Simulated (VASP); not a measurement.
A run of VASP 6.6.1:

File INCAR:

```
ALGO = Normal ; EDIFF = 1E-6
ENCUT = 520 ; GGA = PE
ISIF = 2 ; ISMEAR = -1
LASPH = True ; LCHARG = False
LREAL = False ; LWAVE = False
NBANDS = 17 ; NELM = 60
PREC = Accurate ; SIGMA = 0.08
```

File KPOINTS:

```
k-points
0
Gamma
  12 12 7
```

Contents of POSCAR:

```
Ca
1.0
    3.5906932829      0.0000000000      0.0000000000
   -1.7953466415      3.1096316002      0.0000000000
    0.0000000000      0.0000000000      5.9654485179
Ca
2
Direct
    0.3333333333      0.6666666667      0.2500000000
    0.6666666667      0.3333333333      0.7500000000
```

Potentials or basis: VASP PAW PBE potentials, release 64 (Ca_sv).

Command:

```sh
$ cat potpaw_PBE.64/Ca_sv/POTCAR > POTCAR
$ mpirun -np 1 vasp_std > vasp.out
```

Hardware: 1 thread of Intel(R) Xeon(R) 6975P-C (Granite Rapids), with other jobs on the host.

Task: Estimate the wall time of this run.

Result: Run time: 37 s on 1 thread of Intel(R) Xeon(R) 6975P-C (Granite Rapids), with other jobs on the host, peak memory 0.22 GiB. Counts: scf iterations 12, k points 76.
